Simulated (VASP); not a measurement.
Set up this calculation in VASP 6.6.1, as the native input.

```
Task                   : single point
Functional             : PBE
Potentials or basis    : VASP PAW PBE potentials, release 64 (Cd, S)
Cutoff                 : 500 eV
k mesh                 : 3 × 3 × 6
Occupations            : gaussian, width 0.1 eV
Spin                   : no spin polarisation
Dipole correction      : no
Further INCAR settings : ALGO = Normal; EDIFF = 1e-06; NBANDS = 40
```

The structure of CdS3 lies in POSCAR:

```
CdS3
1.0
    7.0482247889      0.0000000000      0.0000000000
   -3.5241123944      6.1039417188      0.0000000000
    0.0000000000      0.0000000000      3.5681572999
Cd S
2 6
Direct
    0.6666666667      0.3333333333      0.2500000000
    0.3333333333      0.6666666667      0.7500000000
    0.1554202178      0.3108404355      0.2500000000
    0.8445797822      0.1554202178      0.7500000000
    0.6891595645      0.8445797822      0.2500000000
    0.8445797822      0.6891595645      0.7500000000
    0.1554202178      0.8445797822      0.2500000000
    0.3108404355      0.1554202178      0.7500000000
```

The cell was generated, and may not be a known phase.

These files were run (other wordings do the same):

INCAR

```
SYSTEM = CdS3
PREC = Accurate
ENCUT = 500
EDIFF = 1E-6
ISMEAR = 0
SIGMA = 0.1
LREAL = .FALSE.
LASPH = .TRUE.
NELM = 120
ALGO = Normal
ISIF = 2
LWAVE = .FALSE.
LCHARG = .FALSE.
GGA = PE
NBANDS = 40
GGA_COMPAT = .FALSE.
```

KPOINTS

```
regular mesh
0
G
  3 3 6
  0 0 0
```

Potentials or basis: VASP PAW PBE potentials, release 64 (Cd, S).

Run with:

```sh
$ cat potpaw_PBE.64/Cd/POTCAR potpaw_PBE.64/S/POTCAR > POTCAR
$ mpirun -np 1 vasp_std > vasp.out
```

It gave:

* Pressure: 0.1 GPa
* Largest force: 0.026 eV/Å
* Band gap on the k mesh: zero (bands 30 and 31 overlap by 0.66 eV)

Caveat: semilocal functionals underestimate gaps, and a narrow one can read as zero.

Wall time 66 s on 1 thread of Intel(R) Xeon(R) Platinum 8259CL CPU @ 2.50GHz (Skylake/Cascade Lake) (shared host), peak memory 0.28 GiB.
